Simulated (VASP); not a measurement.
Ti: single point with PBEsol

Ti:

```xyz
1
Lattice="-1.6679 1.6679 1.6679 1.6679 -1.6679 1.6679 1.6679 1.6679 -1.6679" Properties=species:S:1:pos:R:3 pbc="T T T"
Ti    0.0000    0.0000    0.0000
```

This cell differs from its parent crystal: volume scaled by 1.05.

| Property | Result |
| --- | --- |
| Program | VASP 6.6.1 |
| Task | single point |
| Functional | PBEsol |
| Potentials or basis | VASP PAW PBE potentials, release 64 (Ti_sv) |
| Cutoff | 520 eV |
| k mesh | 14 × 14 × 14 |
| Occupations | fermi-dirac, width 0.05 eV |
| Spin | no spin polarisation |
| Dipole correction | no |
| Further INCAR settings | ALGO = Normal; EDIFF = 1e-06; NBANDS = 12 |

```json
{
 "Pressure": "-10.8 GPa",
 "Band gap on the k mesh": "zero (band 6 reaches 8.21 eV, above the bottom of band 7 at 6.66 eV)"
}
```

Levels at points of the mesh, in eV from the Fermi level:
```csv
k point,band 4,band 5,band 6,band 7,band 8,band 9
"(0.00, 0.00, 0.00)",-32.45,-5.80,0.93,0.93,0.93,2.56
"(0.50, 0.00, 0.00)",-32.45,-2.30,-0.34,0.98,2.53,2.86
"(0.50, 0.50, 0.50)",-32.83,-1.89,-1.89,3.62,3.62,3.62
```

It took 34 s on 1 thread of Intel Xeon 8259CL, on a shared host, peak memory 0.15 GiB.

Caveat: the PAW data sets were made with another functional, which shifts forces and pressure a little.
